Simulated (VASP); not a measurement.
SrTiO: relaxation of cell and atoms with PBE

SrTiO:

```
Sr Ti O
1.0
     3.45592    0.00000    0.00000
    -1.72796    2.99292    0.00000
     0.00000    0.00000    6.26088
Sr Ti O
1 1 1
Direct
  0.00000 0.00000 0.00000
  0.33333 0.66667 0.50000
  0.66667 0.33333 0.50000
```

The cell was built from a structure type or drawn by symmetry, and may not be a known phase.

| Property | Result |
| --- | --- |
| Program | VASP 6.6.1 |
| Task | relaxation of cell and atoms |
| Functional | PBE |
| Potentials or basis | VASP PAW PBE potentials, release 64 (Sr_sv, Ti_sv, O) |
| Cutoff | 600 eV |
| k mesh | 18 × 18 × 8 |
| Occupations | gaussian, width 0.1 eV |
| Spin | no spin polarisation |
| Dipole correction | no |
| Further INCAR settings | ALGO = Normal; EDIFF = 1e-07; IBRION = 2; EDIFFG = -0.01; NSW = 100; ISIF = 3 |

The relaxed volume is 21.63 Å³/atom and the relaxed cell is a = 3.459 Å, b = 3.459 Å, c = 6.264 Å, α = 90.00°, β = 90.00°, γ = 120.00°. The space group after relaxing (to 0.1 Å) is P-6m2 (No. 187) and the energy gained by relaxing is 0.0 meV/atom. The ionic steps are 3 and the pressure after relaxing is 0.0 GPa. The band gap on the k mesh is zero (bands 14 and 15 overlap by 1.31 eV).

Final structure:
```
CELL_PARAMETERS angstrom
3.45856 0.00000 0.00000
-1.72928 2.99520 0.00000
0.00000 0.00000 6.26364
ATOMIC_POSITIONS crystal
Sr 0.00000 0.00000 0.00000
Ti 0.33333 0.66667 0.50000
O 0.66667 0.33333 0.50000
```

Levels at points of the mesh, in eV from the Fermi level:
| k point | band 10 | band 11 | band 12 | band 13 | band 14 | band 15 | band 16 | band 17 | band 18 |
| --- | --- | --- | --- | --- | --- | --- | --- | --- | --- |
| (0.00, 0.00, 0.00) | -6.53 | -6.53 | -5.38 | -3.59 | -0.08 | 0.80 | 0.80 | 1.19 | 1.95 |
| (0.50, 0.00, 0.00) | -6.66 | -5.58 | -5.45 | -1.20 | 0.01 | 0.35 | 0.40 | 0.42 | 1.00 |
| (0.00, 0.00, 0.50) | -6.53 | -6.53 | -5.75 | -2.18 | -1.43 | 0.77 | 0.77 | 1.31 | 1.78 |
| (0.50, 0.00, 0.50) | -6.62 | -5.56 | -5.45 | -1.05 | -0.75 | 0.11 | 0.51 | 0.60 | 1.78 |

Run time: 16 min on 1 thread of Intel Xeon 8259CL (shared host), peak memory 0.45 GiB.
